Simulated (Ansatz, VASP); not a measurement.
**SbC2 in VASP and in Ansatz**

```xyz
3
Lattice="0.0000 2.7295 2.7295 2.7295 0.0000 2.7295 2.7295 2.7295 0.0000" Properties=species:S:1:pos:R:3 pbc="T T T"
Sb    0.0000    0.0000    0.0000
C     1.3647    1.3647    1.3647
C     4.0942    4.0942    4.0942
```

Alike in both runs: functional PBE; k mesh 14 × 14 × 14; occupations gaussian, width 0.1 eV; no spin polarisation.

Ansatz relaxed the structure, and its values are those at the end. VASP's run is a single point on that final structure, the one shown.

```csv
,VASP,Ansatz
version,VASP 6.6.1,Ansatz 0.2.0
potentials or method,"VASP PAW PBE potentials, release 64 (Sb, C), cutoff 520 eV","scalar-relativistic, plane waves, PAW"
valence electrons in the cell,13,23
```

```tsv
	VASP	Ansatz	Ansatz less VASP
gap on the k mesh at the Fermi level (eV)	none	none	-
pressure (GPa)	0.0	0.0	0.00
```

A gap of «none» marks a metal or a gap that the smearing closes. VASP's potentials hold 13 valence electrons a cell and Ansatz's 23, so a difference there can come from the potentials and not from the codes.

Neither program's run includes spin-orbit coupling.
